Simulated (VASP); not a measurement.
A run of VASP 6.6.1:

Contents of INCAR:

```
PREC     = Accurate       # precision mode
ENCUT    = 520            # plane-wave cutoff, eV
EDIFF    = 1E-6           # SCF threshold, eV
ISMEAR   = 0              # smearing method
SIGMA    = 0.1            # smearing width, eV
LREAL    = F              # projectors in reciprocal space
LASPH    = T              # aspherical terms in the spheres
NELM     = 80             # most SCF steps
ALGO     = Normal         # electronic algorithm
ISIF     = 2              # what is computed and relaxed
LWAVE    = F              # write WAVECAR
LCHARG   = F              # write CHGCAR
GGA      = PE             # functional
NBANDS   = 18             # bands
```

KPOINTS

```
Automatic mesh
0
Gamma
  12 12 6
```

File POSCAR:

```
Li3S2
1.0
    4.0842493912      0.0000000000      0.0000000000
   -2.0421246956      3.5370637282      0.0000000000
    0.0000000000      0.0000000000      5.4955931905
Li S
3 2
Direct
    0.0000000000      0.0000000000      0.0000000000
    0.3333333333      0.6666666667      0.6876212991
    0.6666666667      0.3333333333      0.3123787009
    0.3333333333      0.6666666667      0.2321756866
    0.6666666667      0.3333333333      0.7678243134
```

Potentials or basis: VASP PAW PBE potentials, release 64 (Li_sv, S).

Run with:

```console
$ cat potpaw_PBE.64/Li_sv/POTCAR potpaw_PBE.64/S/POTCAR > POTCAR
$ mpirun -np 1 vasp_std > vasp.out
```

Hardware: 1 thread of Intel(R) Xeon(R) Platinum 8259CL CPU @ 2.50GHz (Skylake/Cascade Lake) (shared host).

Task: Estimate the wall time of this run.

Result: It took 100 s on 1 thread of Intel(R) Xeon(R) Platinum 8259CL CPU @ 2.50GHz (Skylake/Cascade Lake) (shared host), peak memory 0.25 GiB. Counts: scf iterations 13, k points 100.
